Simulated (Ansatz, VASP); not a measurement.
## One calculation of TePb, two programs

```xyz
2
Lattice="0.0000 3.2213 3.2213 3.2213 0.0000 3.2213 3.2213 3.2213 0.0000" Properties=species:S:1:pos:R:3 pbc="T T T"
Te    3.2213    3.2213    3.2213
Pb    0.0000    0.0000    0.0000
```

Alike in both runs: task single point; functional revPBE; k mesh 6 × 6 × 6; no spin polarisation.

```csv
,VASP,Ansatz
version,VASP 6.6.1,Ansatz 0.2.0
potentials or method,"VASP PAW PBE potentials, release 64 (Te, Pb_d)","PAW with Ansatz's default frozen-core files, scalar-relativistic"
plane-wave cutoff (eV),520,420
occupations,"gaussian, width 0.01 eV",fixed
valence electrons in the cell,20,30
```

Ansatz gave:

```
gap on the k mesh at the Fermi level (eV) : 0.76
pressure (GPa)                            : 3.7
```

Estimate VASP's values.

gap on the k mesh at the Fermi level (eV): 0.76; pressure (GPa): 3.6.

VASP's potentials were made for PBE, not for revPBE. VASP's potentials hold 20 valence electrons a cell and Ansatz's 30, so a difference there can come from the potentials and not from the codes.

Spin-orbit coupling is off throughout.
